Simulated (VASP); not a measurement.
# Ru (P6_3/mmc) in VASP: a series of runs

The runs below take Ru through relaxation of cell and atoms, single point, with BLYP, r2SCAN, HSE06.

Program: VASP 6.6.1. These are calculated values, not measurements. Logs are shortened: lines on timing, memory, paths and dates and some standing lists are left out, and cuts for length are marked.

### Step 1. The cell of the first run

The structure is hexagonal, space group P6_3/mmc (No. 194). The conventional cell has a = 2.706 Å, b = 2.706 Å, c = 4.282 Å, α = 90.00°, β = 90.00°, γ = 120.00°. Ru (site symmetry -6m2) has 12 Ru at 2.65 to 2.71 Å within 3.5 Å.

### Step 2. Relaxation of cell and atoms, BLYP

The input, INCAR:

```
SYSTEM = Ru
PREC     = Accurate       ! precision mode
ENCUT    = 600            ! plane-wave cutoff, eV
EDIFF    = 1E-6           ! SCF threshold, eV
ISMEAR   = -1             ! smearing method
SIGMA    = 0.05           ! smearing width, eV
LREAL    = .False.        ! projectors in reciprocal space
LASPH    = .True.         ! aspherical terms in the spheres
NELM     = 100            ! most SCF steps
ALGO     = Fast           ! electronic algorithm
ISIF     = 3              ! what is computed and relaxed
LWAVE    = .False.        ! write WAVECAR
LCHARG   = .False.        ! write CHGCAR
GGA      = B5             ! functional
ALDAX    = 1.0          
AGGAX    = 1.0          
AGGAC    = 1.0          
ALDAC    = 0.0          
IBRION   = 2              ! ionic algorithm
NSW      = 60             ! ionic steps
EDIFFG   = -0.01          ! ionic threshold
```

The input, KPOINTS:

```
Automatic mesh
0
Gamma
  11 11 6
  0 0 0
```

The input, POSCAR:

```
Ru
1.0
    2.7058000000      0.0000000000      0.0000000000
   -1.3529000000      2.3432915376      0.0000000000
    0.0000000000      0.0000000000      4.2819000000
Ru
2
Direct
    0.6666666667      0.3333333333      0.7500000000
    0.3333333333      0.6666666667      0.2500000000
```

Potentials or basis: VASP PAW PBE potentials, release 64 (Ru_pv).

Started as:

```console
cat potpaw_PBE.64/Ru_pv/POTCAR > POTCAR
mpirun -np 1 vasp_std > vasp.out
```

OUTCAR:

```text
SYSTEM = Ru
   PREC = Accurate
   ENCUT = 600
   EDIFF = 1E-6
   ISMEAR = -1
   LREAL = .False.
   LASPH = .True.
   NELM = 100
   ISIF = 3
   GGA = B5
   IBRION = 2
   NSW = 60
   EDIFFG = -0.01

 ion  position               nearest neighbor table
   1  0.667  0.333  0.750-   2 2.65   2 2.65   2 2.65   2 2.65   2 2.65   2 2.65
   2  0.333  0.667  0.250-   1 2.65   1 2.65   1 2.65   1 2.65   1 2.65   1 2.65

  LATTYP: Found a hexagonal cell.
 ALAT       =     2.7058000000
 C/A-ratio  =     1.5824894671

  Lattice vectors:

 A1 = (   2.7058000000,   0.0000000000,   0.0000000000)
 A2 = (  -1.3529000000,   2.3432915376,   0.0000000000)
 A3 = (   0.0000000000,   0.0000000000,   4.2819000000)

Analysis of symmetry for initial positions (statically):
=====================================================================
 Subroutine PRICEL returns:
 Original cell was already a primitive cell.

 Routine SETGRP: Setting up the symmetry group for a
 hexagonal supercell.

 Subroutine GETGRP returns: Found 24 space group operations
 (whereof 12 operations were pure point group operations)
 out of a pool of 24 trial point group operations.

The static configuration has the point symmetry D_3d.
 The point group associated with its full space group is D_6h.

Analysis of symmetry for dynamics (positions and initial velocities):
=====================================================================
 Subroutine PRICEL returns:
 Original cell was already a primitive cell.

 Routine SETGRP: Setting up the symmetry group for a
 hexagonal supercell.

 Subroutine GETGRP returns: Found 24 space group operations
 (whereof 12 operations were pure point group operations)
 out of a pool of 24 trial point group operations.

The dynamic configuration has the point symmetry D_3d.
 The point group associated with its full space group is D_6h.

 Subroutine INISYM returns: Found 24 space group operations
 (whereof 12 operations are pure point group operations),
 and found     1 'primitive' translations

----------------------------------------------------------------------------------------

                                     Primitive cell

  volume of cell :      27.1493

  direct lattice vectors                    reciprocal lattice vectors
     2.705800000  0.000000000  0.000000000     0.369576465  0.213375072  0.000000000
    -1.352900000  2.343291538  0.000000000     0.000000000  0.426750144  0.000000000
     0.000000000  0.000000000  4.281900000     0.000000000  0.000000000  0.233541185

  length of vectors
     2.705800000  2.705800000  4.281900000     0.426750144  0.426750144  0.233541185

  position of ions in fractional coordinates (direct lattice)
     0.666666667  0.333333333  0.750000000
     0.333333333  0.666666667  0.250000000

  ion indices of the primitive-cell ions
   primitive index   ion index
                 1           1
                 2           2

----------------------------------------------------------------------------------------

 KPOINTS: Automatic mesh

Automatic generation of k-mesh.
 Grid dimensions read from file:
 generate k-points for:   11   11    6

 Generating k-lattice:

  Cartesian coordinates                     Fractional coordinates (reciprocal lattice)
     0.033597860  0.019397734  0.000000000     0.090909091  0.000000000  0.000000000
     0.000000000  0.038795468  0.000000000     0.000000000  0.090909091  0.000000000
     0.000000000  0.000000000  0.038923531     0.000000000  0.000000000  0.166666667

  Length of vectors
     0.038795468  0.038795468  0.038923531

  Shift w.r.t. Gamma in fractional coordinates (k-lattice)
     0.000000000  0.000000000  0.000000000

 Subroutine IBZKPT returns following result:
 ===========================================

 Found     64 irreducible k-points:

 Following reciprocal coordinates:
            Coordinates               Weight
  0.000000  0.000000  0.000000      1.000000
  0.090909  0.000000  0.000000      6.000000
  0.181818  0.000000  0.000000      6.000000
  0.272727  0.000000  0.000000      6.000000
  0.363636  0.000000  0.000000      6.000000
  0.454545  0.000000  0.000000      6.000000
[... 16 lines left out ...]
  0.090909  0.090909  0.166667     12.000000
  0.181818  0.090909  0.166667     24.000000
 [... further k-points ...]
   k-points           NKPTS =     64   k-points in BZ     NKDIM =     64   number of bands    NBANDS=     18
   number of dos      NEDOS =    301   number of ions     NIONS =      2
   total plane-waves  NPLWV =  20736
   dimension x,y,z NGX =    24 NGY =   24 NGZ =   36
   dimension x,y,z NGXF=    48 NGYF=   48 NGZF=   72
   ions per type =               2
   NGX,Y,Z   is equivalent  to a cutoff of  14.75, 14.75, 13.98 a.u.
   NGXF,Y,Z  is equivalent  to a cutoff of  29.49, 29.49, 27.95 a.u.
 SYSTEM =  Ru
   PREC   = accura    normal or accurate (medium, high low for compatibility)
   ISTART =      0    job   : 0-new  1-cont  2-samecut
   ICHARG =      2    charge: 1-file 2-atom 10-const
   ISPIN  =      1    spin polarized calculation?
   LNONCOLLINEAR =      F non collinear calculations
   LSORBIT =      F    spin-orbit coupling
   LASPH  =      T    aspherical Exc in radial PAW
   ENCUT  =  600.0 eV  44.10 Ry    6.64 a.u.   5.40  5.40  8.55*2*pi/ulx,y,z
   NELM   =    100;   NELMIN=  2; NELMDL= -5     # of ELM steps
   EDIFF  = 0.1E-05   stopping-criterion for ELM
   LREAL  =      F    real-space projection
   EDIFFG = -.1E-01   stopping-criterion for IOM
   NSW    =     60    number of steps for IOM
   IBRION =      2    ionic relax: 0-MD 1-quasi-New 2-CG
   NFREE  =      1    steps in history (QN), initial steepest desc. (CG)
   ISIF   =      3    stress and relaxation
   ISYM   =      2    0-nonsym 1-usesym 2-fastsym
   POTIM  = 0.5000    time-step for ionic-motion
   TEBEG  =    0.0;   TEEND  =   0.0 temperature during run
   PSTRESS=    0.0 pullay stress
   NELECT =      28.0000    total number of electrons
   NUPDOWN=      -1.0000    fix difference up-down
   EMIN   =  10.00;   EMAX   =-10.00  energy-range for DOS
   EFERMI =   0.00;   METHOD = LEGACY
   ISMEAR =    -1;   SIGMA  =   0.05  broadening in eV -4-tet -1-fermi 0-gaus
   EFERMI_NEDOS =   21; number of points for ismear=-14 and -15
   IALGO  =     68    algorithm
   IMIX   =      4    mixing-type and parameters
     AMIX     =   0.40;   BMIX     =  1.00
     AMIX_MAG =   1.60;   BMIX_MAG =  1.00
  volume/ion in A,a.u.               =      13.57        91.61
  Fermi-wavevector in a.u.,A,eV,Ry     =   1.654022  3.125649 37.222674  2.735789
  Thomas-Fermi vector in A             =   2.742361
   LORBIT       =      0    0 simple, 1 ext, 2 COOP (PROOUT), +10 PAW based schemes
   GGA     = B5    functional components
   LHFCALC =     F    Hartree Fock is set to
   AEXX    =    0.0000 exact exchange contribution
   IVDW    =     0    specifies the selected vdW correction
   LEPSILON=     F    determine dielectric tensor
   LRPA    =     F    only Hartree local field effects (RPA)
 conjugate gradient relaxation of ions
 non-spin polarized calculation
 RMM-DIIS sequential band-by-band and
  energy-cutoff  :      600.00
  volume of cell :       27.15
 maximum number of plane-waves:       935
 NGX is ok and might be reduce to    24
   NGX = 11   NGY = 11   NGZ = 17

--------------------------------------- Ionic step        1  -------------------------------------------

 number of electron      28.0000002 magnetization

 Free energy of the ion-electron system (eV)
  ---------------------------------------------------
  ext. energy  EPLUGINS =         0.00000000
  ---------------------------------------------------
  free energy    TOTEN  =       -15.74513839 eV

  energy without entropy =      -15.72846137  energy(sigma->0) =      -15.73679988

------------------------ aborting loop because EDIFF is reached ----------------------------------------

  FORCE on cell =-STRESS in cart. coord.  units (eV):
  Direction    XX          YY          ZZ          XY          YZ          ZX
  --------------------------------------------------------------------------------------
  -------------------------------------------------------------------------------------
  Total        3.3262894      3.3262894      3.3506648      0.0000000     -0.0000000      0.0000000
  in kB      196.2962825    196.2962825    197.7347642      0.0000000     -0.0000000      0.0000000
  external PRESSURE =     196.7757764 kB  Pullay stress =       0.0000000 kB
[... 21 lines left out ...]
  energy  without entropy=      -15.7284613730  energy(sigma->0) =      -15.73679988

--------------------------------------- Ionic step        2  -------------------------------------------

 number of electron      28.0000001 magnetization

 E-fermi :   9.5083     XC(G=0): -12.0873

 val. band max:        9.5077382003   @ k =   0.2727   0.1818   0.1667
 cond. band min:       9.5157977152   @ k =   0.3636   0.0909   0.3333
 fundamental gap:      0.0080595149
 Fermi energy:         9.5083093603

 k-point     1 :       0.0000    0.0000    0.0000
  band No.  band energies     occupation
      1     -33.2373      2.00000
      2     -32.8064      2.00000
      3     -32.8064      2.00000
      4     -32.7245      2.00000
      5     -32.7245      2.00000
      6     -32.7124      2.00000
[... 10 lines left out ...]
     17      10.3584      0.00000
     18      11.0327      0.00000
[... 548 lines left out ...]
  FREE ENERGIE OF THE ION-ELECTRON SYSTEM (eV)
  ---------------------------------------------------
  free  energy   TOTEN  =       -15.8459643307 eV

  energy  without entropy=      -15.8277175341  energy(sigma->0) =      -15.83684093

[... ionic steps 4 to 7 ...]

--------------------------------------- Ionic step        8  -------------------------------------------

 number of electron      28.0000005 magnetization

------------------------ aborting loop because EDIFF is reached ----------------------------------------

  FORCE on cell =-STRESS in cart. coord.  units (eV):
  Direction    XX          YY          ZZ          XY          YZ          ZX
  --------------------------------------------------------------------------------------
  -------------------------------------------------------------------------------------
  Total        0.0418057      0.0418057      0.0394217     -0.0000000     -0.0000000      0.0000000
  in kB        2.3189875      2.3189875      2.1867412     -0.0000000     -0.0000000      0.0000000
  external PRESSURE =       2.2749054 kB  Pullay stress =       0.0000000 kB
[... 57 lines left out ...]
  energy  without entropy=      -15.8283671112  energy(sigma->0) =      -15.83747022

--------------------------------------- Ionic step       10  -------------------------------------------

 number of electron      28.0000005 magnetization

 Free energy of the ion-electron system (eV)
  ---------------------------------------------------
  ext. energy  EPLUGINS =         0.00000000
  ---------------------------------------------------
  free energy    TOTEN  =       -15.84663109 eV

  energy without entropy =      -15.82846461  energy(sigma->0) =      -15.83754785

 E-fermi :  12.2039     XC(G=0): -13.0723

 val. band max:       12.1585383146   @ k =   0.2727   0.0000   0.0000
 cond. band min:      12.2083506521   @ k =   0.0909   0.0909   0.3333
 fundamental gap:      0.0498123375
 Fermi energy:        12.2039412320

 k-point     1 :       0.0000    0.0000    0.0000
  band No.  band energies     occupation
      1     -31.0214      2.00000
      2     -30.2564      2.00000
      3     -30.2564      2.00000
      4     -30.1124      2.00000
      5     -30.1124      2.00000
      6     -30.0764      2.00000
[... 10 lines left out ...]
     17      13.3220      0.00000
     18      13.8367      0.00000
[... 512 lines left out ...]
  FREE ENERGIE OF THE ION-ELECTRON SYSTEM (eV)
  ---------------------------------------------------
  free  energy   TOTEN  =       -15.8466310906 eV

  energy  without entropy=      -15.8284646054  energy(sigma->0) =      -15.83754785

 reached required accuracy - stopping structural energy minimisation
```

Wall time 4.2 min (1 thread of Intel Xeon 8259CL, shared host); peak memory 0.18 GiB.

Results:

- Free energy: -15.8466 eV
- Relaxed volume: 14.45 Å³/atom
- Relaxed cell: a = 2.766 Å, b = 2.766 Å, c = 4.364 Å, α = 90.00°, β = 90.00°, γ = 120.00°
- Space group after relaxing (to 0.1 Å): P6_3/mmc (No. 194)
- Energy gained by relaxing: 50.7 meV/atom
- Ionic steps: 10
- Pressure after relaxing: 0.0 GPa
- Band gap on the k mesh: zero (bands 14 and 15 overlap by 2.78 eV)

Step by step:
| step | energy change (eV) | largest force (eV/Å) | pressure (GPa) | volume (Å³) |
| --- | --- | --- | --- | --- |
| 1 | 0.0000 | 0.0000 | 19.68 | 27.15 |
| 2 | 0.4855 | 0.0000 | -29.64 | 34.24 |
| 3 | -0.1008 | 0.0000 | -1.17 | 29.03 |
| 4 | -0.1013 | 0.0000 | -0.14 | 28.91 |
| 5 | -0.1013 | 0.0000 | 0.25 | 28.88 |
| 6 | -0.1015 | 0.0000 | 0.25 | 28.88 |
| 7 | -0.1015 | 0.0000 | 0.21 | 28.88 |
| 8 | -0.1015 | 0.0000 | 0.23 | 28.88 |
| 9 | -0.1014 | 0.0000 | -0.37 | 28.95 |
| 10 | -0.1015 | 0.0000 | -0.02 | 28.91 |

Final structure:
```
CELL_PARAMETERS angstrom
2.76565 0.00000 0.00000
-1.38282 2.39512 0.00000
0.00000 0.00000 4.36392
ATOMIC_POSITIONS crystal
Ru 0.66667 0.33333 0.75000
Ru 0.33333 0.66667 0.25000
```

Levels at points of the mesh, in eV from the Fermi level:
```
           k point  band 11  band 12  band 13  band 14  band 15  band 16  band 17  band 18
(0.00, 0.00, 0.00)    -2.13    -1.70    -1.70    -1.25    -1.25     1.12     1.12     1.63
(0.00, 0.00, 0.50)    -2.47    -2.47    -2.36    -2.36     0.52     0.52     0.52     0.52
```

Caveat: the PAW data sets were made with another functional, which shifts forces and pressure a little. Zero-point motion and thermal expansion aren't in these numbers.

### Step 3. Relaxation of cell and atoms, r2SCAN

POSCAR is that of step 2.

The input, INCAR.step1:

```
SYSTEM = Ru
  ALGO = Normal
  EDIFF = 1E-4
  ENCUT = 600
  GGA = PE
  ISMEAR = -1
  LASPH = .TRUE.
  LCHARG = .FALSE.
  LREAL = .FALSE.
  LWAVE = .TRUE.
  NELM = 80
  PREC = Accurate
  SIGMA = 0.05
```

The input, INCAR.step2:

```
SYSTEM = Ru
  ALGO = Normal
  EDIFF = 1E-6
  EDIFFG = -0.01
  ENCUT = 600
  IBRION = 2
  ISIF = 3
  ISMEAR = -1
  ISTART = 1
  LASPH = .TRUE.
  LCHARG = .FALSE.
  LMIXTAU = .TRUE.
  LREAL = .FALSE.
  LWAVE = .FALSE.
  METAGGA = R2SCAN
  NELM = 80
  NSW = 60
  PREC = Accurate
  SIGMA = 0.05
```

The input, KPOINTS:

```
k-points
0
G
  11 11 6
  0 0 0
```

Potentials or basis: VASP PAW PBE potentials, release 64 (Ru_pv).

Started as:

```console
cat potpaw_PBE.64/Ru_pv/POTCAR > POTCAR
cp INCAR.step1 INCAR
mpirun -np 1 vasp_std > vasp.out
cp INCAR.step2 INCAR
mpirun -np 1 vasp_std > vasp.out
```

OUTCAR:

```text
SYSTEM = Ru
   EDIFF = 1E-6
   EDIFFG = -0.01
   ENCUT = 600
   IBRION = 2
   ISIF = 3
   ISMEAR = -1
   ISTART = 1
   LASPH = .TRUE.
   LREAL = .FALSE.
   METAGGA = R2SCAN
   NELM = 80
   NSW = 60
   PREC = Accurate

 ion  position               nearest neighbor table
   1  0.667  0.333  0.750-   2 2.65   2 2.65   2 2.65   2 2.65   2 2.65   2 2.65
   2  0.333  0.667  0.250-   1 2.65   1 2.65   1 2.65   1 2.65   1 2.65   1 2.65

  LATTYP: Found a hexagonal cell.
 ALAT       =     2.7058000000
 C/A-ratio  =     1.5824894671

  Lattice vectors:

 A1 = (   2.7058000000,   0.0000000000,   0.0000000000)
 A2 = (  -1.3529000000,   2.3432915376,   0.0000000000)
 A3 = (   0.0000000000,   0.0000000000,   4.2819000000)

[... 361 lines left out ...]
  ext. energy  EPLUGINS =         0.00000000
  ---------------------------------------------------
  free energy    TOTEN  =       -50.85027142 eV

  energy without entropy =      -50.83427648  energy(sigma->0) =      -50.84227395

 E-fermi :  12.6855     XC(G=0): -15.4192

 val. band max:       12.6602870428   @ k =   0.2727   0.0000   0.0000
 cond. band min:      12.6995471568   @ k =   0.3636   0.0909   0.3333
 fundamental gap:      0.0392601140
 Fermi energy:        12.6854704652

 k-point     1 :       0.0000    0.0000    0.0000
  band No.  band energies     occupation
      1     -32.3394      2.00000
      2     -31.3284      2.00000
      3     -31.3284      2.00000
      4     -31.1430      2.00000
      5     -31.1430      2.00000
      6     -31.0955      2.00000
[... 481 lines left out ...]
      5     -31.2418      2.00000
      6     -31.2042      2.00000
[... 10 lines left out ...]
     17      14.3238      0.00000
     18      18.6619      0.00000

 [... further k-points ...]

------------------------ aborting loop because EDIFF is reached ----------------------------------------

  FORCE on cell =-STRESS in cart. coord.  units (eV):
  Direction    XX          YY          ZZ          XY          YZ          ZX
  --------------------------------------------------------------------------------------
  -------------------------------------------------------------------------------------
  Total       -0.0010213     -0.0010213     -0.0026680      0.0000000      0.0000000      0.0000000
  in kB       -0.0603514     -0.0603514     -0.1576635      0.0000000      0.0000000      0.0000000
  external PRESSURE =      -0.0927888 kB  Pullay stress =       0.0000000 kB
[... 17 lines left out ...]
  FREE ENERGIE OF THE ION-ELECTRON SYSTEM (eV)
  ---------------------------------------------------
  free  energy   TOTEN  =       -50.8502714151 eV

  energy  without entropy=      -50.8342764769  energy(sigma->0) =      -50.84227395

 reached required accuracy - stopping structural energy minimisation
```

OSZICAR.step1:

```text
N       E                     dE             d eps       ncg     rms          rms(c)
DAV:   1     0.307948040997E+03    0.30795E+03   -0.19474E+04  2304   0.192E+03
DAV:   2    -0.123193682132E+02   -0.32027E+03   -0.31464E+03  2464   0.524E+02
DAV:   3    -0.197228440389E+02   -0.74035E+01   -0.71679E+01  2452   0.839E+01
DAV:   4    -0.198050196738E+02   -0.82176E-01   -0.81912E-01  2770   0.762E+00
DAV:   5    -0.198060739209E+02   -0.10542E-02   -0.10542E-02  2472   0.828E-01    0.178E+01
DAV:   6    -0.185560034947E+02    0.12501E+01   -0.33315E+00  2332   0.192E+01    0.472E+00
DAV:   7    -0.184684289238E+02    0.87575E-01   -0.28373E-01  2368   0.501E+00    0.110E+00
DAV:   8    -0.184602622284E+02    0.81667E-02   -0.72393E-03  2358   0.102E+00    0.258E-01
DAV:   9    -0.184601280153E+02    0.13421E-03   -0.66516E-04  2608   0.286E-01    0.463E-02
DAV:  10    -0.184601391534E+02   -0.11138E-04   -0.24259E-05  1172   0.516E-02
   1 F= -.18460139E+02 E0= -.18451729E+02  d E =-.168199E-01
```

It took 6.6 min on 1 thread of Intel Xeon 8259CL, shared host; peak memory 0.19 GiB.

What came out:

```yaml
Free_energy: -50.8503 eV
Relaxed_volume: 13.56 Å³/atom
Relaxed_cell: a = 2.706 Å, b = 2.706 Å, c = 4.275 Å, α = 90.00°, β = 90.00°, γ = 120.00°
Space_group_after_relaxing_to_0.1_Å: P6_3/mmc (No. 194)
Energy_gained_by_relaxing: 0.1 meV/atom
Ionic_steps: 6
Pressure_after_relaxing: 0.0 GPa
Band_gap_on_the_k_mesh: zero (bands 14 and 15 overlap by 3.22 eV)
```

Step by step:
| step | energy change (eV) | largest force (eV/Å) | pressure (GPa) | volume (Å³) |
| --- | --- | --- | --- | --- |
| 1 | 0.0000 | 0.0000 | -0.47 | 27.15 |
| 2 | 0.0005 | 0.0000 | 1.53 | 26.99 |
| 3 | -0.0001 | 0.0000 | 0.15 | 27.10 |
| 4 | -0.0001 | 0.0000 | 0.11 | 27.10 |
| 5 | -0.0001 | 0.0000 | -0.14 | 27.12 |
| 6 | -0.0001 | 0.0000 | -0.01 | 27.11 |

Final structure:
```
CELL_PARAMETERS angstrom
2.70616 0.00000 0.00000
-1.35308 2.34360 0.00000
0.00000 0.00000 4.27492
ATOMIC_POSITIONS crystal
Ru 0.66667 0.33333 0.75000
Ru 0.33333 0.66667 0.25000
```

Levels at points of the mesh, in eV from the Fermi level:
```
           k point  band 12  band 13  band 14  band 15  band 16  band 17
(0.00, 0.00, 0.00)    -1.93    -1.93    -1.41    -1.41     1.30     1.30
(0.00, 0.00, 0.50)    -2.82    -2.75    -2.75     0.63     0.63     0.63
```

Caveat: the PAW data sets were made with another functional, which shifts forces and pressure a little.

[end of part 1 of 2]
